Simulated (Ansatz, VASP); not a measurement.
# O: VASP beside Ansatz

The input POSCAR:

```
O
1.0
    9.0000000000      0.0000000000      0.0000000000
    0.0000000000      9.5000000000      0.0000000000
    0.0000000000      0.0000000000     10.0000000000
O
2
Direct
    0.5000000000      0.5000000000      0.4385000000
    0.5000000000      0.5000000000      0.5615000000
```

File INCAR.step1:

```
SYSTEM = O
  PREC = Accurate
  ENCUT = 520
  ISMEAR = -1
  SIGMA = 0.02
  LREAL = .False.
  LASPH = .True.
  NELM = 150
  ISPIN = 2
  MAGMOM = 1 1
  GGA = PE
  ALGO = Normal
  EDIFF = 1E-4
  LWAVE = .True.
  LCHARG = .False.
```

INCAR.step2

```
SYSTEM = O
  PREC = Accurate
  ENCUT = 520
  EDIFF = 1E-6
  ISMEAR = -1
  SIGMA = 0.02
  LREAL = .False.
  LASPH = .True.
  NELM = 150
  ALGO = Normal
  ISIF = 2
  LWAVE = .False.
  LCHARG = .False.
  ISPIN = 2
  MAGMOM = 1 1
  LORBIT = 11
  METAGGA = R2SCAN
  LMIXTAU = .True.
  IBRION = 2
  NSW = 80
  EDIFFG = -0.02
  ISTART = 1
```

Contents of KPOINTS:

```
Automatic mesh
0
Gamma
  1 1 1
  0 0 0
```

Input for Ansatz:

```yaml
crystal:
  lattice:
    - [9.0, 0.0, 0.0]
    - [0.0, 9.5, 0.0]
    - [0.0, 0.0, 10.0]
  atoms:
    - { symbol: O, position: [0.5, 0.5, 0.4385], spin: 1.0 }
    - { symbol: O, position: [0.5, 0.5, 0.5615], spin: 1.0 }
basis:
  ecutwfc: 550.0
kpoints:
  mp_grid:
    grid: [1, 1, 1]
hamiltonian:
  xc: r2scan
magnetization:
  spin_polarized: true
scf:
  occupations:
    method: fermi_dirac
    width: 0.02
relax:
  f_tol: 0.02
output:
  stress: true
```

Alike in both runs: task relaxation of the atoms; functional r2SCAN; k mesh 1 × 1 × 1; occupations fermi-dirac, width 0.02 eV; collinear spin.

|  | VASP | Ansatz |
| --- | --- | --- |
| version | VASP 6.6.1 | Ansatz 0.2.0 |
| potentials or method | VASP PAW PBE potentials, release 64 (O), cutoff 520 eV | plane waves, PAW |
| valence electrons in the cell | 12 | 12 |

|  | VASP | Ansatz | Ansatz less VASP |
| --- | --- | --- | --- |
| net moment per atom (μB) | 1.00 | 1.00 | 0.000 |
| size of the moment on the site where the two differ most (μB) | 0.83 | 0.57 | -0.260 |

VASP's potentials were made for PBE, not for r2SCAN. Site moments also hang on the region over which each program counts them. Ansatz's warnings: end state compared, stress scf threshold loose.

Noted on VASP's run: the standard files for N, O and F lose accuracy on very short bonds.
